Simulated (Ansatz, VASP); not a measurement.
**One calculation of CdInS2, two programs**

```
Cd In S
1.0
     3.50862    0.00000    0.00000
    -1.75431    3.03855    0.00000
     0.00000    0.00000    7.40599
Cd In S
1 1 2
Direct
  0.00000 0.00000 0.00000
  0.00000 0.00000 0.50000
  0.66667 0.33333 0.75786
  0.33333 0.66667 0.24214
```

Alike in both runs: task single point; functional PBE; k mesh 15 × 15 × 8; occupations gaussian, width 0.15 eV; no spin polarisation.

|  | VASP | Ansatz |
| --- | --- | --- |
| version | VASP 6.6.1 | Ansatz 0.2.0 |
| potentials or method | VASP PAW PBE potentials, release 64 (Cd, In_d, S), cutoff 520 eV | scalar-relativistic, plane waves, PAW |
| valence electrons in the cell | 37 | 45 |

|  | VASP | Ansatz | Ansatz less VASP |
| --- | --- | --- | --- |
| gap on the k mesh at the Fermi level (eV) | none | none | - |
| pressure (GPa) | 7.3 | 7.1 | -0.24 |
| traceless stress, the component that is largest in VASP (GPa) | -12.42 | -12.51 | -0.089 |
| rms of the force components (eV/Å) | 0.135 | 0.118 | -0.0168 |

Atom by atom the forces differ by 0.017 eV/Å (rms over components). A gap of «none» marks a metal or a gap that the smearing closes. VASP's potentials hold 37 valence electrons a cell and Ansatz's 45, so a difference there can come from the potentials and not from the codes.
